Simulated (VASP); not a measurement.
Wanted: the native input for a VASP 6.6.1 run.

* Task: single point
* Functional: PBE
* Potentials or basis: VASP PAW PBE potentials, release 64 (Ga_d, Sb)
* Cutoff: 520 eV
* k mesh: 18 × 18 × 18
* Occupations: gaussian, width 0.15 eV
* Spin: no spin polarisation
* Dipole correction: no
* Further INCAR settings: ALGO = Normal; EDIFF = 1e-07; NBANDS = 16

The structure of GaSb lies in POSCAR:

```
GaSb
1.0
   -2.7534340000      2.7534340000      1.5907070000
    2.7534340000     -2.7534340000      1.5907070000
    2.7534340000      2.7534340000     -1.5907070000
Ga Sb
1 1
Direct
    0.2500000000      0.7500000000      0.5000000000
    0.0000000000      0.0000000000      0.0000000000
```

These files were run (other wordings do the same):

INCAR

```
PREC = Accurate
ENCUT = 520
EDIFF = 1E-7
ISMEAR = 0
SIGMA = 0.15
LREAL = False
LASPH = True
NELM = 60
ALGO = Normal
ISIF = 2
LWAVE = False
LCHARG = True
GGA = PE
LELF = True
LVHAR = True
NBANDS = 16
```

KPOINTS

```
regular mesh
0
Gamma
  18 18 18
```

Potentials or basis: VASP PAW PBE potentials, release 64 (Ga_d, Sb).

Launch:

```sh
$ cat potpaw_PBE.64/Ga_d/POTCAR potpaw_PBE.64/Sb/POTCAR > POTCAR
$ mpirun -np 1 vasp_std > vasp.out
```

Results of the run:

The pressure is 0.2 GPa and the band gap on the k mesh is zero (band 9 reaches 8.35 eV, above the bottom of band 10 at 3.56 eV).

Caveat: spin-orbit coupling is left out, which moves the levels of the heavy elements.

It took 6.3 min on 1 thread of Intel(R) Xeon(R) Platinum 8259CL CPU @ 2.50GHz (Skylake/Cascade Lake) (shared host), peak memory 0.49 GiB.
